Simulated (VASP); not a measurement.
Runs of VASP 6.6.1 on Ni. The structure is that of space group Fm-3m (No. 225), or close to it. The cells are those of the table. 

```tsv
spin	cell	gap on the mesh (eV)	pressure (GPa)	moment (μB)
collinear, ferromagnetic start	a = 2.492 Å, angles 60.0°, 1 atom	none	-1.3	0.65
collinear, ferromagnetic start	a = 2.488 Å, angles 60.0°, 1 atom	none	(a)	0.65
off	a = 2.488 Å, angles 60.0°, 1 atom	none	-1.3	-
collinear, ferromagnetic start	a = 2.487 Å, angles 60.0°, 1 atom	none	0.3	0.64
```

Alike in all rows: task single point; level PBE; potentials or basis VASP PAW PBE potentials, release 64 (Ni); k mesh 22 × 22 × 22; cutoff (eV) 520; smearing gaussian 0.05 eV.

Estimate the missing entries.

(a) -0.5.

A gap of «none» marks levels without a gap at the run's occupations.
